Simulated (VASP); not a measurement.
# SiC (I-4m2) in VASP: further runs

The runs below take SiC through single point, with r2SCAN.

Everything below comes from runs of VASP 6.6.1. Logs are shortened: lines on timing, memory, paths and dates and some standing lists are left out, and cuts for length are marked.

### Step 1. The cell of the first run

The structure is tetragonal, space group I-4m2 (No. 119). The conventional cell has a = 3.117 Å, b = 3.117 Å, c = 4.231 Å, α = 90.00°, β = 90.00°, γ = 90.00°. Within 2.5 Å of Si (site symmetry -4m2) lie 4 C at 1.88 Å. C (site symmetry -4m2) has 4 Si at 1.88 Å within 2.5 Å.

### Step 2. Single point, r2SCAN

The input, POSCAR:

```
SiC
1.0
    0.0000000000      2.2037845231      2.1156331421
    2.2037845231      0.0000000000      2.1156331421
    2.2037845231      2.2037845231      0.0000000000
Si C
1 1
Direct
    0.0000000000      0.0000000000      0.0000000000
    0.7500000000      0.7500000000      0.7500000000
```

The input, INCAR.step1:

```
  ALGO = Normal
  EDIFF = 1E-4
  ENCUT = 520
  GGA = PE
  ISMEAR = 0
  LASPH = T
  LCHARG = F
  LREAL = F
  LWAVE = T
  NBANDS = 11
  NELM = 100
  PREC = Accurate
  SIGMA = 0.05
```

The input, INCAR.step2:

```
  ALGO = Normal
  EDIFF = 1E-7
  ENCUT = 520
  ISIF = 2
  ISMEAR = 0
  ISTART = 1
  LASPH = T
  LCHARG = F
  LMIXTAU = T
  LREAL = F
  LWAVE = F
  METAGGA = R2SCAN
  NBANDS = 11
  NELM = 100
  PREC = Accurate
  SIGMA = 0.05
```

The input, KPOINTS:

```
k-points
0
Gamma
  12 12 12
```

Potentials or basis: VASP PAW PBE potentials, release 64 (Si, C).

Launch:

```
$ cat potpaw_PBE.64/Si/POTCAR potpaw_PBE.64/C/POTCAR > POTCAR
$ cp INCAR.step1 INCAR
$ mpirun -np 1 vasp_std > vasp.out
$ cp INCAR.step2 INCAR
$ mpirun -np 1 vasp_std > vasp.out
```

OUTCAR:

```text
EDIFF = 1E-7
   ENCUT = 520
   ISIF = 2
   ISMEAR = 0
   ISTART = 1
   LASPH = T
   LREAL = F
   METAGGA = R2SCAN
   NELM = 100
   PREC = Accurate

 ion  position               nearest neighbor table
   1  0.000  0.000  0.000-   2 1.88   2 1.88   2 1.88   2 1.88
   2  0.750  0.750  0.750-   1 1.88   1 1.88   1 1.88   1 1.88

  LATTYP: Found a body centered tetragonal cell.
 ALAT       =     3.1166219611
 C/A-ratio  =     1.3576450198

  Lattice vectors:

 A1 = (   0.0000000000,  -2.2037845231,  -2.1156331421)
 A2 = (   0.0000000000,   2.2037845231,  -2.1156331421)
 A3 = (   2.2037845231,   0.0000000000,   2.1156331421)

Analysis of symmetry for initial positions (statically):
=====================================================================
 Subroutine PRICEL returns:
 Original cell was already a primitive cell.

 Routine SETGRP: Setting up the symmetry group for a
 body centered tetragonal supercell.

 Subroutine GETGRP returns: Found  8 space group operations
 (whereof  8 operations were pure point group operations)
 out of a pool of 16 trial point group operations.

The static configuration has the point symmetry D_2d.

Analysis of symmetry for dynamics (positions and initial velocities):
=====================================================================
 Subroutine PRICEL returns:
 Original cell was already a primitive cell.

 Routine SETGRP: Setting up the symmetry group for a
 body centered tetragonal supercell.

 Subroutine GETGRP returns: Found  8 space group operations
 (whereof  8 operations were pure point group operations)
 out of a pool of 16 trial point group operations.

The dynamic configuration has the point symmetry D_2d.

 Subroutine INISYM returns: Found  8 space group operations
 (whereof  8 operations are pure point group operations),
 and found     1 'primitive' translations

----------------------------------------------------------------------------------------

                                     Primitive cell

  volume of cell :      20.5498

  direct lattice vectors                    reciprocal lattice vectors
     0.000000000  2.203784523  2.115633142    -0.226882436  0.226882436  0.236335870
     2.203784523  0.000000000  2.115633142     0.226882436 -0.226882436  0.236335870
     2.203784523  2.203784523  0.000000000     0.226882436  0.226882436 -0.236335870

  length of vectors
     3.054925501  3.054925501  3.116621961     0.398504608  0.398504608  0.398504608

  position of ions in fractional coordinates (direct lattice)
     0.000000000  0.000000000  0.000000000
     0.750000000  0.750000000  0.750000000

  ion indices of the primitive-cell ions
   primitive index   ion index
                 1           1
                 2           2

----------------------------------------------------------------------------------------

 KPOINTS: k-points

Automatic generation of k-mesh.
 Grid dimensions read from file:
 generate k-points for:   12   12   12

 Generating k-lattice:

  Cartesian coordinates                     Fractional coordinates (reciprocal lattice)
    -0.018906870  0.018906870  0.019694656     0.083333333 -0.000000000  0.000000000
     0.018906870 -0.018906870  0.019694656    -0.000000000  0.083333333  0.000000000
     0.018906870  0.018906870 -0.019694656     0.000000000  0.000000000  0.083333333

  Length of vectors
     0.033208717  0.033208717  0.033208717

  Shift w.r.t. Gamma in fractional coordinates (k-lattice)
     0.000000000  0.000000000  0.000000000

 Subroutine IBZKPT returns following result:
 ===========================================

 Found    163 irreducible k-points:

 Following reciprocal coordinates:
            Coordinates               Weight
  0.000000  0.000000  0.000000      1.000000
  0.083333  0.000000  0.000000      8.000000
  0.166667 -0.000000  0.000000      8.000000
  0.250000 -0.000000  0.000000      8.000000
  0.333333  0.000000  0.000000      8.000000
  0.416667 -0.000000  0.000000      8.000000
[... 16 lines left out ...]
  0.500000  0.166667  0.000000      8.000000
 -0.416667  0.166667  0.000000      8.000000
 [... further k-points ...]
   k-points           NKPTS =    163   k-points in BZ     NKDIM =    163   number of bands    NBANDS=     11
   number of dos      NEDOS =    301   number of ions     NIONS =      2
   total plane-waves  NPLWV =  13824
   dimension x,y,z NGX =    24 NGY =   24 NGZ =   24
   dimension x,y,z NGXF=    48 NGYF=   48 NGZF=   48
   ions per type =               1   1
   NGX,Y,Z   is equivalent  to a cutoff of  13.06, 13.06, 12.80 a.u.
   NGXF,Y,Z  is equivalent  to a cutoff of  26.12, 26.12, 25.60 a.u.
 SYSTEM =  unknown system
   PREC   = accura    normal or accurate (medium, high low for compatibility)
   ISTART =      1    job   : 0-new  1-cont  2-samecut
   ICHARG =      0    charge: 1-file 2-atom 10-const
   ISPIN  =      1    spin polarized calculation?
   LNONCOLLINEAR =      F non collinear calculations
   LSORBIT =      F    spin-orbit coupling
   LASPH  =      T    aspherical Exc in radial PAW
   ENCUT  =  520.0 eV  38.22 Ry    6.18 a.u.   5.68  5.68  5.79*2*pi/ulx,y,z
   NELM   =    100;   NELMIN=  2; NELMDL=  0     # of ELM steps
   EDIFF  = 0.1E-06   stopping-criterion for ELM
   LREAL  =      F    real-space projection
   EDIFFG = 0.1E-05   stopping-criterion for IOM
   NSW    =      0    number of steps for IOM
   IBRION =     -1    ionic relax: 0-MD 1-quasi-New 2-CG
   NFREE  =      0    steps in history (QN), initial steepest desc. (CG)
   ISIF   =      2    stress and relaxation
   ISYM   =      2    0-nonsym 1-usesym 2-fastsym
   POTIM  = 0.5000    time-step for ionic-motion
   TEBEG  =    0.0;   TEEND  =   0.0 temperature during run
   PSTRESS=    0.0 pullay stress
   NELECT =       8.0000    total number of electrons
   NUPDOWN=      -1.0000    fix difference up-down
   EMIN   =  10.00;   EMAX   =-10.00  energy-range for DOS
   EFERMI =   0.00;   METHOD = LEGACY
   ISMEAR =     0;   SIGMA  =   0.05  broadening in eV -4-tet -1-fermi 0-gaus
   EFERMI_NEDOS =   21; number of points for ismear=-14 and -15
   IALGO  =     38    algorithm
   IMIX   =      4    mixing-type and parameters
     AMIX     =   0.40;   BMIX     =  1.00
     AMIX_MAG =   1.60;   BMIX_MAG =  1.00
  volume/ion in A,a.u.               =      10.27        69.34
  Fermi-wavevector in a.u.,A,eV,Ry     =   1.195369  2.258920 19.441458  1.428907
  Thomas-Fermi vector in A             =   2.331336
   LORBIT       =      0    0 simple, 1 ext, 2 COOP (PROOUT), +10 PAW based schemes
   METAGGA = R2SCAN    functional components
   LHFCALC =     F    Hartree Fock is set to
   AEXX    =    0.0000 exact exchange contribution
   IVDW    =     0    specifies the selected vdW correction
   LEPSILON=     F    determine dielectric tensor
   LRPA    =     F    only Hartree local field effects (RPA)
 non-spin polarized calculation
 Gauss-broadening in eV      SIGMA  =   0.05
  energy-cutoff  :      520.00
  volume of cell :       20.55
 maximum number of plane-waves:       563
   NGX = 11   NGY = 11   NGZ = 11

 number of electron       8.0000001 magnetization

 Free energy of the ion-electron system (eV)
  ---------------------------------------------------
  ext. energy  EPLUGINS =         0.00000000
  ---------------------------------------------------
  free energy    TOTEN  =       -19.30774215 eV

  energy without entropy =      -19.30774215  energy(sigma->0) =      -19.30774215

 E-fermi :   8.5676     XC(G=0): -11.9671

 val. band max:        8.2465382588   @ k =   0.0000   0.0000   0.0000
 cond. band min:       9.5378463035   @ k =   0.5000   0.5000   0.0000
 fundamental gap:      1.2913080447
 Fermi energy:         8.5675923446

 k-point     1 :       0.0000    0.0000    0.0000
  band No.  band energies     occupation
      1      -8.1722      2.00000
      2       7.9766      2.00000
      3       7.9766      2.00000
      4       8.2465      2.00000
      5      14.9736      0.00000
      6      15.8857      0.00000
      7      16.0114      0.00000
      8      16.0114      0.00000
      9      22.6682      0.00000
     10      23.8701      0.00000
     11      25.9481      0.00000

 k-point     2 :       0.0833    0.0000    0.0000
  band No.  band energies     occupation
      1      -8.0307      2.00000
      2       7.2949      2.00000
      3       7.8627      2.00000
      4       8.0871      2.00000
      5      15.2034      0.00000
      6      16.0207      0.00000
      7      16.1852      0.00000
      8      16.2743      0.00000
      9      22.0356      0.00000
     10      23.0050      0.00000
     11      25.7252      0.00000

 k-point     3 :       0.1667   -0.0000    0.0000
  band No.  band energies     occupation
      1      -7.6104      2.00000
      2       5.5917      2.00000
      3       7.5805      2.00000
      4       7.8610      2.00000
      5      15.0144      0.00000
      6      16.4695      0.00000
      7      16.5243      0.00000
      8      17.2358      0.00000
      9      21.4395      0.00000
     10      22.0497      0.00000
     11      24.9931      0.00000

 k-point     4 :       0.2500   -0.0000    0.0000
  band No.  band energies     occupation
      1      -6.9283      2.00000
      2       3.5851      2.00000
      3       7.2474      2.00000
      4       7.6083      2.00000
      5      14.6209      0.00000
      6      16.3989      0.00000
      7      16.7867      0.00000
      8      18.3285      0.00000
      9      21.8944      0.00000
     10      21.9999      0.00000
     11      24.4494      0.00000
[... 239 lines left out ...]
 k-point    22 :       0.4167    0.1667    0.0000
  band No.  band energies     occupation
      1      -5.1617      2.00000
      2       1.2707      2.00000
      3       5.8882      2.00000
      4       5.9025      2.00000
      5      13.2211      0.00000
      6      16.6640      0.00000
      7      17.7826      0.00000
      8      18.2533      0.00000
      9      22.7292      0.00000
     10      26.6164      0.00000
     11      27.3990      0.00000

 k-point    23 :       0.5000    0.1667    0.0000
  band No.  band energies     occupation
      1      -4.2987      2.00000
      2      -0.0473      2.00000
      3       5.4699      2.00000
      4       5.9523      2.00000
      5      13.1938      0.00000
      6      16.7239      0.00000
      7      17.3139      0.00000
      8      19.4432      0.00000
      9      23.0420      0.00000
     10      26.6997      0.00000
     11      27.8634      0.00000

 k-point    24 :      -0.4167    0.1667    0.0000
  band No.  band energies     occupation
      1      -4.1962      2.00000
      2      -0.1940      2.00000
      3       5.1484      2.00000
      4       6.1940      2.00000
      5      13.4457      0.00000
      6      16.6478      0.00000
      7      17.0036      0.00000
      8      20.3514      0.00000
      9      23.4549      0.00000
     10      24.5861      0.00000
     11      27.8416      0.00000

 [... further k-points ...]

------------------------ aborting loop because EDIFF is reached ----------------------------------------

  FORCE on cell =-STRESS in cart. coord.  units (eV):
  Direction    XX          YY          ZZ          XY          YZ          ZX
  --------------------------------------------------------------------------------------
  -------------------------------------------------------------------------------------
  Total       -0.3220568     -0.3220568      1.0303830      0.0000000      0.0000000      0.0000000
  in kB      -25.1092885    -25.1092885     80.3342316      0.0000000      0.0000000      0.0000000
  external PRESSURE =      10.0385516 kB  Pullay stress =       0.0000000 kB

 VOLUME and BASIS-vectors are now :
 -----------------------------------------------------------------------------
  energy-cutoff  :      520.00
  volume of cell :       20.55
      direct lattice vectors                 reciprocal lattice vectors
     0.000000000  2.203784523  2.115633142    -0.226882436  0.226882436  0.236335870
     2.203784523  0.000000000  2.115633142     0.226882436 -0.226882436  0.236335870
     2.203784523  2.203784523  0.000000000     0.226882436  0.226882436 -0.236335870

 POSITION                                       TOTAL-FORCE (eV/Angst)
 -----------------------------------------------------------------------------------
      0.00000      0.00000      0.00000        -0.000000     -0.000000     -0.000000
      3.30568      3.30568      3.17345         0.000000      0.000000      0.000000
 -----------------------------------------------------------------------------------
    total drift:                                0.000001      0.000001      0.000000

  FREE ENERGIE OF THE ION-ELECTRON SYSTEM (eV)
  ---------------------------------------------------
  free  energy   TOTEN  =       -19.3077421492 eV

  energy  without entropy=      -19.3077421492  energy(sigma->0) =      -19.30774215
```

It took 44 s on 1 thread of Intel Xeon 6975P-C (Granite Rapids), shared host; peak memory 0.16 GiB.

Results:

- Free energy: -19.3077 eV
- Pressure: 1.0 GPa
- Band gap on the k mesh: 1.29 eV (least direct gap 5.02 eV)

Levels at points of the mesh, in eV from the valence-band top:
| k point | band 1 | band 2 | band 3 | band 4 | band 5 | band 6 | band 7 | band 8 | band 9 |
| --- | --- | --- | --- | --- | --- | --- | --- | --- | --- |
| (0.00, 0.00, 0.00) | -16.42 | -0.27 | -0.27 | 0.00 | 6.73 | 7.64 | 7.76 | 7.76 | 14.42 |
| (0.50, 0.00, 0.00) | -12.76 | -9.04 | -1.54 | -1.04 | 5.73 | 7.28 | 8.07 | 10.84 | 17.08 |
| (0.50, 0.50, 0.00) | -11.08 | -7.90 | -3.83 | -3.83 | 1.29 | 4.17 | 14.90 | 14.90 | 16.34 |
| (0.50, 0.00, 0.50) | -11.40 | -8.43 | -3.40 | -3.34 | 1.68 | 4.92 | 14.40 | 15.62 | 15.74 |

Caveat: the stress differs along the axes, from -3 to 8 GPa; the PAW data sets were made with another functional, which shifts forces and pressure a little. A k mesh can miss the band edges.

### Step 3. Single point, r2SCAN

The input, POSCAR:

```
SiC
1.0
    0.0000000000      2.1389293512      2.2458758187
    2.1389293512      0.0000000000      2.2458758187
    2.1389293512      2.1389293512      0.0000000000
Si C
1 1
Direct
    0.0000000000      0.0000000000      0.0000000000
    0.7500000000      0.7500000000      0.7500000000
```

The input, INCAR.step1:

```
PREC = Accurate
ENCUT = 520
ISMEAR = 0
SIGMA = 0.05
LREAL = F
LASPH = T
NELM = 80
NBANDS = 11
GGA = PE
ALGO = Normal
EDIFF = 1E-4
LWAVE = T
LCHARG = F
```

The input, INCAR.step2:

```
PREC = Accurate
ENCUT = 520
EDIFF = 1E-7
ISMEAR = 0
SIGMA = 0.05
LREAL = F
LASPH = T
NELM = 80
ALGO = Normal
ISIF = 2
LWAVE = F
LCHARG = F
METAGGA = R2SCAN
LMIXTAU = T
NBANDS = 11
ISTART = 1
```

The input, KPOINTS:

```
regular mesh
0
Gamma
  12 12 12
```

Potentials or basis: VASP PAW PBE potentials, release 64 (Si, C).

Launch:

```
$ cat potpaw_PBE.64/Si/POTCAR potpaw_PBE.64/C/POTCAR > POTCAR
$ cp INCAR.step1 INCAR
$ mpirun -np 1 vasp_std > vasp.out
$ cp INCAR.step2 INCAR
$ mpirun -np 1 vasp_std > vasp.out
```

Run time: 45 s. Hardware: 1 thread of Intel Xeon 6975P-C (Granite Rapids), shared host; peak memory 0.16 GiB.

Results (log left out):

```yaml
Free_energy: -19.2961 eV
Pressure: 1.0 GPa
Band_gap_on_the_k_mesh: 1.45 eV (least direct gap 5.02 eV)
```

Stress tensor (GPa, compression positive):
```
 6.02  0.00  0.00
 0.00  6.02  0.00
 0.00  0.00 -9.12
```

Levels at points of the mesh, in eV from the valence-band top:
| k point | band 1 | band 2 | band 3 | band 4 | band 5 | band 6 | band 7 | band 8 | band 9 |
| --- | --- | --- | --- | --- | --- | --- | --- | --- | --- |
| (0.00, 0.00, 0.00) | -16.37 | -0.37 | 0.00 | 0.00 | 6.77 | 7.73 | 7.73 | 7.86 | 14.25 |
| (0.50, 0.00, 0.00) | -12.71 | -8.98 | -1.56 | -0.91 | 5.65 | 7.57 | 8.04 | 10.90 | 17.17 |
| (0.50, 0.50, 0.00) | -11.50 | -8.62 | -3.10 | -3.10 | 1.92 | 5.31 | 15.22 | 15.22 | 15.40 |
| (0.50, 0.00, 0.50) | -11.11 | -7.99 | -3.69 | -3.61 | 1.45 | 4.43 | 14.16 | 15.80 | 16.12 |

Caveat: the stress differs along the axes, from -9 to 6 GPa; the PAW data sets were made with another functional, which shifts forces and pressure a little. A k mesh can miss the band edges.
